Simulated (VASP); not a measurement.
V:

```xyz
2
Lattice="2.8123 0.0000 0.0000 -1.4062 2.4355 0.0000 0.0000 0.0000 4.4515" Properties=species:S:1:pos:R:3 pbc="T T T"
V     0.0000    1.6237    1.1129
V     1.4062    0.8118    3.3386
```

This isn't the form of V at room conditions, which is bcc.

| Property | Result |
| --- | --- |
| Program | VASP 6.6.1 |
| Task | relaxation of cell and atoms |
| Functional | PBEsol |
| Potentials or basis | VASP PAW PBE potentials, release 64 (V_sv) |
| Cutoff | 600 eV |
| k mesh | 12 × 12 × 4 |
| Occupations | gaussian, width 0.1 eV |
| Spin | collinear spin, ferromagnetic start |
| Starting moments | [0.24, 0.24] μB |

At the start: pressure -19.1 GPa; volume 15.25 Å³/atom.

Question: How do energy, volume and symmetry change on relaxing?

Answer: Over 10 steps the energy falls by 181.7 meV/atom and the volume is 13.31 Å³/atom (-12.7 %); space group P6_3/mmc (No. 194, to 0.1 Å) before and after; moment 0.00 μB per cell.

Step by step:
```csv
step,energy change (eV),largest force (eV/Å),pressure (GPa),volume (Å³)
1,0.0000,0.0000,-19.13,30.49
2,0.0822,0.0000,35.97,23.14
3,-0.2618,0.0000,-0.20,26.75
4,-0.2621,0.0000,0.40,26.66
5,-0.2902,0.0000,0.64,26.62
6,-0.3607,0.0000,1.80,26.39
7,-0.3593,0.0000,2.41,26.31
8,-0.3616,0.0000,2.03,26.36
9,-0.3526,0.0000,-4.46,27.31
10,-0.3633,0.0000,0.07,26.63
```

Final structure:
```cif
data_structure
_symmetry_space_group_name_H-M 'P 1'
_symmetry_Int_Tables_number 1
_cell_length_a 2.5652
_cell_length_b 2.5652
_cell_length_c 4.6728
_cell_angle_alpha 90.000
_cell_angle_beta 90.000
_cell_angle_gamma 120.000
_cell_volume 26.63
loop_
_atom_site_label
_atom_site_type_symbol
_atom_site_fract_x
_atom_site_fract_y
_atom_site_fract_z
_atom_site_occupancy
V1 V 0.33333 0.66667 0.25000 1
V2 V 0.66667 0.33333 0.75000 1
```

Caveat: the PAW data sets were made with another functional, which shifts forces and pressure a little.
